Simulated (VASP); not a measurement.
# HgTe (F-43m) in VASP: a series of runs, part 3 of 3

VASP 6.6.1.

### Step 5. Electric field gradients, PBEsol (volume scaled by 1.02)

INCAR reads:

```
PREC     = Accurate       # precision mode
ENCUT    = 520            # plane-wave cutoff, eV
EDIFF    = 1E-8           # SCF threshold, eV
ISMEAR   = -1             # smearing method
SIGMA    = 0.05           # smearing width, eV
LREAL    = F              # projectors in reciprocal space
LASPH    = T              # aspherical terms in the spheres
NELM     = 60             # most SCF steps
ALGO     = Normal         # electronic algorithm
ISIF     = 2              # what is computed and relaxed
LWAVE    = F              # write WAVECAR
LCHARG   = F              # write CHGCAR
GGA      = PS             # functional
LEFG     = T            
NBANDS   = 16             # bands
```

KPOINTS reads:

```
Automatic mesh
0
Gamma
  9 9 9
```

POSCAR reads:

```
HgTe
1.0
    0.0000000000      3.2448483043      3.2448483043
    3.2448483043      0.0000000000      3.2448483043
    3.2448483043      3.2448483043      0.0000000000
Hg Te
1 1
Direct
    0.0000000000      0.0000000000      0.0000000000
    0.7500000000      0.7500000000      0.7500000000
```

Potentials or basis: VASP PAW PBE potentials, release 64 (Hg, Te).

Command:

```sh
> cat potpaw_PBE.64/Hg/POTCAR potpaw_PBE.64/Te/POTCAR > POTCAR
> mpirun -np 1 vasp_std > vasp.out
```

OUTCAR:

```text
PREC = Accurate
   ENCUT = 520
   EDIFF = 1E-8
   ISMEAR = -1
   LREAL = F
   LASPH = T
   NELM = 60
   ISIF = 2
   GGA = PS

 ion  position               nearest neighbor table
   1  0.000  0.000  0.000-   2 2.81   2 2.81   2 2.81   2 2.81
   2  0.750  0.750  0.750-   1 2.81   1 2.81   1 2.81   1 2.81

  LATTYP: Found a face centered cubic cell.
 ALAT       =     6.4896966086

  Lattice vectors:

 A1 = (   0.0000000000,   3.2448483043,   3.2448483043)
 A2 = (   3.2448483043,   0.0000000000,   3.2448483043)
 A3 = (   3.2448483043,   3.2448483043,   0.0000000000)

Analysis of symmetry for initial positions (statically):
=====================================================================
 Subroutine PRICEL returns:
 Original cell was already a primitive cell.

 Routine SETGRP: Setting up the symmetry group for a
 face centered cubic supercell.

 Subroutine GETGRP returns: Found 24 space group operations
 (whereof 24 operations were pure point group operations)
 out of a pool of 48 trial point group operations.

The static configuration has the point symmetry T_d .

Analysis of symmetry for dynamics (positions and initial velocities):
=====================================================================
 Subroutine PRICEL returns:
 Original cell was already a primitive cell.

 Routine SETGRP: Setting up the symmetry group for a
 face centered cubic supercell.

 Subroutine GETGRP returns: Found 24 space group operations
 (whereof 24 operations were pure point group operations)
 out of a pool of 48 trial point group operations.

The dynamic configuration has the point symmetry T_d .

[... 149 lines left out ...]
 cond. band min:       3.3761768863   @ k =   0.1111   0.0000   0.0000
 fundamental gap:      0.5487546608
 Fermi energy:         2.8912811939

 k-point     1 :       0.0000    0.0000    0.0000
  band No.  band energies     occupation
      1      -9.1109      2.00000
      2      -4.4494      2.00000
      3      -4.4494      2.00000
      4      -4.4494      2.00000
      5      -3.9280      2.00000
      6      -3.9280      2.00000
[... 433 lines left out ...]
      3      -4.1272      2.00000
      4      -4.1272      2.00000
      5      -3.8684      2.00000
      6      -3.5961      2.00000
[... 8 lines left out ...]
     15      13.0700      0.00000
     16      14.5193      0.00000

 [... further k-points ...]
[... 5 lines left out ...]
  --------------------------------------------------------------------------------------
  -------------------------------------------------------------------------------------
  Total        0.2194552      0.2194552      0.2194552      0.0000000      0.0000000      0.0000000
  in kB        5.1456850      5.1456850      5.1456850      0.0000000      0.0000000      0.0000000
  external PRESSURE =       5.1456850 kB  Pullay stress =       0.0000000 kB

 VOLUME and BASIS-vectors are now :
 -----------------------------------------------------------------------------
  energy-cutoff  :      520.00
  volume of cell :       68.33
      direct lattice vectors                 reciprocal lattice vectors
     0.000000000  3.244848304  3.244848304    -0.154090408  0.154090408  0.154090408
     3.244848304  0.000000000  3.244848304     0.154090408 -0.154090408  0.154090408
     3.244848304  3.244848304  0.000000000     0.154090408  0.154090408 -0.154090408

 POSITION                                       TOTAL-FORCE (eV/Angst)
 -----------------------------------------------------------------------------------
      0.00000      0.00000      0.00000        -0.000000     -0.000000     -0.000000
      4.86727      4.86727      4.86727         0.000000      0.000000      0.000000
 -----------------------------------------------------------------------------------
    total drift:                                0.000000      0.000000      0.000000

  FREE ENERGIE OF THE ION-ELECTRON SYSTEM (eV)
  ---------------------------------------------------
  free  energy   TOTEN  =        -4.3749594364 eV

  energy  without entropy=       -4.3744893847  energy(sigma->0) =       -4.37472441

 Electric field gradients (V/A^2)
---------------------------------------------------------------------
 ion       V_xx      V_yy      V_zz      V_xy      V_xz      V_yz
---------------------------------------------------------------------
   1       0.000     0.000    -0.000    -0.000    -0.000    -0.000
   2      -0.000     0.000     0.000    -0.000    -0.000    -0.000
---------------------------------------------------------------------

 Electric field gradients after diagonalization (V/A^2)
 (convention: |V_zz| > |V_xx| > |V_yy|)
----------------------------------------------------------------------
 ion       V_xx      V_yy      V_zz     asymmetry (V_yy - V_xx)/ V_zz
----------------------------------------------------------------------
   1       0.000     0.000    -0.000       0.000
   2       0.000     0.000    -0.000       0.000
----------------------------------------------------------------------

           NMR quadrupolar parameters

 Cq : quadrupolar parameter    Cq=e*Q*V_zz/h
 eta: asymmetry parameters     (V_yy - V_xx)/ V_zz
 Q  : nuclear electric quadrupole moment in mb (millibarn)
----------------------------------------------------------------------
 ion       Cq(MHz)       eta       Q (mb)
----------------------------------------------------------------------
   1      -0.000       0.000       1.000
   2      -0.000       0.000       1.000
----------------------------------------------------------------------
```

stdout:

```text
POSCAR found type information on POSCAR HgTe
 POSCAR found :  2 types and       2 ions
 scaLAPACK will be used
 -----------------------------------------------------------------------------
|                                                                             |
|                                                                             |
|     You enforced a specific xc type in the INCAR file but a different       |
|     I HOPE YOU KNOW WHAT YOU ARE DOING!                                     |
|                                                                             |
 -----------------------------------------------------------------------------

 LDA part: xc-table for (Slater+PW92), standard interpolation
 POSCAR, INCAR and KPOINTS ok, starting setup
 FFT: planning ... GRIDC
 FFT: planning ... GRID_SOFT
 FFT: planning ... GRID
 WAVECAR not read
 entering main loop
ion   1

ion   2
```

Wall time 38 s (1 thread of Intel Xeon Platinum 8375C at 2.90GHz (Ice Lake), shared host); peak memory 0.22 GiB.

What came out:

* Free energy: -4.3750 eV
* Pressure: 0.5 GPa
* Band gap on the k mesh: zero (filled and empty bands touch)

Levels at points of the mesh, in eV from the Fermi level:
```tsv
k point	band 5	band 6	band 7	band 8	band 9	band 10	band 11	band 12	band 13	band 14
(0.00, 0.00, 0.00)	-6.82	-6.82	-0.90	-0.06	-0.06	-0.06	4.14	4.14	4.14	6.25
```

Caveat: without QUAD_EFG the Cq values of the log hold for a quadrupole moment of 1 mb, not for the nuclei; the PAW data sets were made with another functional, which shifts forces and pressure a little; spin-orbit coupling is left out, which moves the levels of the heavy elements.

### Step 6. Electric field gradients, PBEsol (volume scaled by 1.02)

INCAR reads:

```
SYSTEM = HgTe
  PREC = Accurate
  ENCUT = 520
  EDIFF = 1E-8
  ISMEAR = -1
  SIGMA = 0.05
  LREAL = .False.
  LASPH = .True.
  NELM = 100
  ALGO = Normal
  ISIF = 2
  LWAVE = .False.
  LCHARG = .False.
  GGA = PS
  LEFG = .True.
  NBANDS = 16
```

KPOINTS reads:

```
regular mesh
0
Gamma
  9 9 9
  0 0 0
```

POSCAR is that of step 5.

Potentials or basis: VASP PAW PBE potentials, release 64 (Hg, Te).

Command:

```sh
> cat potpaw_PBE.64/Hg/POTCAR potpaw_PBE.64/Te/POTCAR > POTCAR
> mpirun -np 1 vasp_std > vasp.out
```

OUTCAR:

```text
SYSTEM = HgTe
   PREC = Accurate
   ENCUT = 520
   EDIFF = 1E-8
   ISMEAR = -1
   LREAL = .False.
   LASPH = .True.
   NELM = 100
   ISIF = 2
   GGA = PS

 ion  position               nearest neighbor table
   1  0.000  0.000  0.000-   2 2.81   2 2.81   2 2.81   2 2.81
   2  0.750  0.750  0.750-   1 2.81   1 2.81   1 2.81   1 2.81

  LATTYP: Found a face centered cubic cell.
 ALAT       =     6.4896966086

  Lattice vectors:

 A1 = (   0.0000000000,   3.2448483043,   3.2448483043)
 A2 = (   3.2448483043,   0.0000000000,   3.2448483043)
 A3 = (   3.2448483043,   3.2448483043,   0.0000000000)

Analysis of symmetry for initial positions (statically):
=====================================================================
 Subroutine PRICEL returns:
 Original cell was already a primitive cell.

 Routine SETGRP: Setting up the symmetry group for a
 face centered cubic supercell.

 Subroutine GETGRP returns: Found 24 space group operations
 (whereof 24 operations were pure point group operations)
 out of a pool of 48 trial point group operations.

The static configuration has the point symmetry T_d .

Analysis of symmetry for dynamics (positions and initial velocities):
=====================================================================
 Subroutine PRICEL returns:
 Original cell was already a primitive cell.

 Routine SETGRP: Setting up the symmetry group for a
 face centered cubic supercell.

 Subroutine GETGRP returns: Found 24 space group operations
 (whereof 24 operations were pure point group operations)
 out of a pool of 48 trial point group operations.

The dynamic configuration has the point symmetry T_d .

 Subroutine INISYM returns: Found 24 space group operations
 (whereof 24 operations are pure point group operations),
 and found     1 'primitive' translations

----------------------------------------------------------------------------------------

                                     Primitive cell

  volume of cell :      68.3303

  direct lattice vectors                    reciprocal lattice vectors
     0.000000000  3.244848304  3.244848304    -0.154090408  0.154090408  0.154090408
     3.244848304  0.000000000  3.244848304     0.154090408 -0.154090408  0.154090408
     3.244848304  3.244848304  0.000000000     0.154090408  0.154090408 -0.154090408

  length of vectors
     4.588908480  4.588908480  4.588908480     0.266892416  0.266892416  0.266892416

  position of ions in fractional coordinates (direct lattice)
     0.000000000  0.000000000  0.000000000
     0.750000000  0.750000000  0.750000000

  ion indices of the primitive-cell ions
   primitive index   ion index
                 1           1
                 2           2

----------------------------------------------------------------------------------------

 KPOINTS: regular mesh

Automatic generation of k-mesh.
 Grid dimensions read from file:
 generate k-points for:    9    9    9

 Generating k-lattice:

  Cartesian coordinates                     Fractional coordinates (reciprocal lattice)
[... 65 lines left out ...]
   NFREE  =      0    steps in history (QN), initial steepest desc. (CG)
   ISIF   =      2    stress and relaxation
   ISYM   =      2    0-nonsym 1-usesym 2-fastsym
   POTIM  = 0.5000    time-step for ionic-motion
   TEBEG  =    0.0;   TEEND  =   0.0 temperature during run
   PSTRESS=    0.0 pullay stress
   NELECT =      18.0000    total number of electrons
   NUPDOWN=      -1.0000    fix difference up-down
   EMIN   =  10.00;   EMAX   =-10.00  energy-range for DOS
   EFERMI =   0.00;   METHOD = LEGACY
   ISMEAR =    -1;   SIGMA  =   0.05  broadening in eV -4-tet -1-fermi 0-gaus
   EFERMI_NEDOS =   21; number of points for ismear=-14 and -15
   IALGO  =     38    algorithm
   IMIX   =      4    mixing-type and parameters
     AMIX     =   0.40;   BMIX     =  1.00
     AMIX_MAG =   1.60;   BMIX_MAG =  1.00
  volume/ion in A,a.u.               =      34.17       230.56
  Fermi-wavevector in a.u.,A,eV,Ry     =   1.049449  1.983171 14.984679  1.101343
  Thomas-Fermi vector in A             =   2.184412
   LORBIT       =      0    0 simple, 1 ext, 2 COOP (PROOUT), +10 PAW based schemes
   GGA     = PS    functional components
   LHFCALC =     F    Hartree Fock is set to
   AEXX    =    0.0000 exact exchange contribution
   IVDW    =     0    specifies the selected vdW correction
   LEPSILON=     F    determine dielectric tensor
   LRPA    =     F    only Hartree local field effects (RPA)
 non-spin polarized calculation
  energy-cutoff  :      520.00
  volume of cell :       68.33
 maximum number of plane-waves:      1856
 NGX is ok and might be reduce to    36
   NGX = 17   NGY = 17   NGZ = 17

 number of electron      18.0000002 magnetization

 Free energy of the ion-electron system (eV)
  ---------------------------------------------------
  ext. energy  EPLUGINS =         0.00000000
  ---------------------------------------------------
  free energy    TOTEN  =        -4.37495944 eV

  energy without entropy =       -4.37448938  energy(sigma->0) =       -4.37472441

 E-fermi :   2.8913     XC(G=0):  -8.8829

 val. band max:        2.8274222254   @ k =   0.0000   0.0000   0.0000
 cond. band min:       3.3761768863   @ k =   0.1111   0.0000   0.0000
 fundamental gap:      0.5487546608
 Fermi energy:         2.8912811939

 k-point     1 :       0.0000    0.0000    0.0000
  band No.  band energies     occupation
      1      -9.1109      2.00000
      2      -4.4494      2.00000
      3      -4.4494      2.00000
      4      -4.4494      2.00000
      5      -3.9280      2.00000
      6      -3.9280      2.00000
[... 433 lines left out ...]
      3      -4.1272      2.00000
      4      -4.1272      2.00000
      5      -3.8684      2.00000
      6      -3.5961      2.00000
[... 8 lines left out ...]
     15      13.0700      0.00000
     16      14.5193      0.00000

 [... further k-points ...]
[... 5 lines left out ...]
  --------------------------------------------------------------------------------------
  -------------------------------------------------------------------------------------
  Total        0.2194552      0.2194552      0.2194552      0.0000000      0.0000000      0.0000000
  in kB        5.1456850      5.1456850      5.1456850      0.0000000      0.0000000      0.0000000
  external PRESSURE =       5.1456850 kB  Pullay stress =       0.0000000 kB

 VOLUME and BASIS-vectors are now :
 -----------------------------------------------------------------------------
  energy-cutoff  :      520.00
  volume of cell :       68.33
      direct lattice vectors                 reciprocal lattice vectors
     0.000000000  3.244848304  3.244848304    -0.154090408  0.154090408  0.154090408
     3.244848304  0.000000000  3.244848304     0.154090408 -0.154090408  0.154090408
     3.244848304  3.244848304  0.000000000     0.154090408  0.154090408 -0.154090408

 POSITION                                       TOTAL-FORCE (eV/Angst)
 -----------------------------------------------------------------------------------
      0.00000      0.00000      0.00000        -0.000000     -0.000000     -0.000000
      4.86727      4.86727      4.86727         0.000000      0.000000      0.000000
 -----------------------------------------------------------------------------------
    total drift:                                0.000000      0.000000      0.000000

  FREE ENERGIE OF THE ION-ELECTRON SYSTEM (eV)
  ---------------------------------------------------
  free  energy   TOTEN  =        -4.3749594364 eV

  energy  without entropy=       -4.3744893847  energy(sigma->0) =       -4.37472441

 Electric field gradients (V/A^2)
---------------------------------------------------------------------
 ion       V_xx      V_yy      V_zz      V_xy      V_xz      V_yz
---------------------------------------------------------------------
   1       0.000     0.000    -0.000    -0.000    -0.000    -0.000
   2      -0.000     0.000     0.000    -0.000    -0.000    -0.000
---------------------------------------------------------------------

 Electric field gradients after diagonalization (V/A^2)
 (convention: |V_zz| > |V_xx| > |V_yy|)
----------------------------------------------------------------------
 ion       V_xx      V_yy      V_zz     asymmetry (V_yy - V_xx)/ V_zz
----------------------------------------------------------------------
   1       0.000     0.000    -0.000       0.000
   2       0.000     0.000    -0.000       0.000
----------------------------------------------------------------------

           NMR quadrupolar parameters

 Cq : quadrupolar parameter    Cq=e*Q*V_zz/h
 eta: asymmetry parameters     (V_yy - V_xx)/ V_zz
 Q  : nuclear electric quadrupole moment in mb (millibarn)
----------------------------------------------------------------------
 ion       Cq(MHz)       eta       Q (mb)
----------------------------------------------------------------------
   1      -0.000       0.000       1.000
   2      -0.000       0.000       1.000
----------------------------------------------------------------------
```

OSZICAR:

```text
N       E                     dE             d eps       ncg     rms          rms(c)
DAV:   1     0.103317794094E+03    0.10332E+03   -0.79913E+03  1136   0.973E+02
DAV:   2    -0.952223737488E+00   -0.10427E+03   -0.97935E+02  1312   0.226E+02
DAV:   3    -0.457605070476E+01   -0.36238E+01   -0.36145E+01  1360   0.436E+01
DAV:   4    -0.460877854750E+01   -0.32728E-01   -0.32725E-01  1632   0.379E+00
DAV:   5    -0.460887053279E+01   -0.91985E-04   -0.91985E-04  1448   0.181E-01    0.747E+00
DAV:   6    -0.438748035554E+01    0.22139E+00   -0.43648E-01  1296   0.905E+00    0.599E+00
DAV:   7    -0.437713421469E+01    0.10346E-01   -0.97544E-02  1288   0.214E+00    0.224E+00
DAV:   8    -0.437518501527E+01    0.19492E-02   -0.10058E-02  1296   0.115E+00    0.561E-01
DAV:   9    -0.437494528901E+01    0.23973E-03   -0.68796E-04  1440   0.301E-01    0.112E-01
DAV:  10    -0.437495384939E+01   -0.85604E-05   -0.76870E-05  1376   0.802E-02    0.491E-02
DAV:  11    -0.437496059617E+01   -0.67468E-05   -0.18575E-05  1432   0.333E-02    0.261E-02
DAV:  12    -0.437495952243E+01    0.10737E-05   -0.29493E-06  1208   0.137E-02    0.140E-02
DAV:  13    -0.437495951601E+01    0.64183E-08   -0.26711E-07  1456   0.306E-03    0.805E-03
DAV:  14    -0.437495943904E+01    0.76970E-07   -0.17016E-07  1256   0.430E-03    0.140E-03
DAV:  15    -0.437495943635E+01    0.26887E-08   -0.22219E-08  1432   0.102E-03
   1 F= -.43749594E+01 E0= -.43747244E+01  d E =-.470052E-03
```

stdout:

```text
POSCAR found type information on POSCAR HgTe
 POSCAR found :  2 types and       2 ions
 scaLAPACK will be used
 -----------------------------------------------------------------------------
|                                                                             |
|                                                                             |
|     You enforced a specific xc type in the INCAR file but a different       |
|     I HOPE YOU KNOW WHAT YOU ARE DOING!                                     |
|                                                                             |
 -----------------------------------------------------------------------------

 LDA part: xc-table for (Slater+PW92), standard interpolation
 POSCAR, INCAR and KPOINTS ok, starting setup
 FFT: planning ... GRIDC
 FFT: planning ... GRID_SOFT
 FFT: planning ... GRID
 WAVECAR not read
 entering main loop
ion   1

ion   2
```

Run time: 36 s. Hardware: 1 thread of Intel Xeon Platinum 8375C at 2.90GHz (Ice Lake), shared host; peak memory 0.22 GiB.

Results:

- Free energy: -4.3750 eV
- Pressure: 0.5 GPa
- Band gap on the k mesh: zero (filled and empty bands touch)

Caveat: without QUAD_EFG the Cq values of the log hold for a quadrupole moment of 1 mb, not for the nuclei; the PAW data sets were made with another functional, which shifts forces and pressure a little; spin-orbit coupling is left out, which moves the levels of the heavy elements.

### Step 7. Summary

| cell | gap on the mesh (eV) | pressure (GPa) |
| --- | --- | --- |
| a = 4.559 Å, angles 60.0°, 2 atoms | none | 1.4 |
| a = 4.574 Å, angles 60.0°, 2 atoms | none | 1.0 |
| a = 4.589 Å, angles 60.0°, 2 atoms | none | 0.5 |

Alike in all rows: task electric field gradients; level PBEsol; potentials or basis VASP PAW PBE potentials, release 64 (Hg, Te); no spin polarisation; k mesh 9 × 9 × 9; cutoff (eV) 520; smearing fermi-dirac 0.05 eV.

Caveats: the PAW data sets were made with another functional, which shifts forces and pressure a little; spin-orbit coupling is left out, which moves the levels of the heavy elements.

Absolute energies hang on the potentials; compare differences alone.
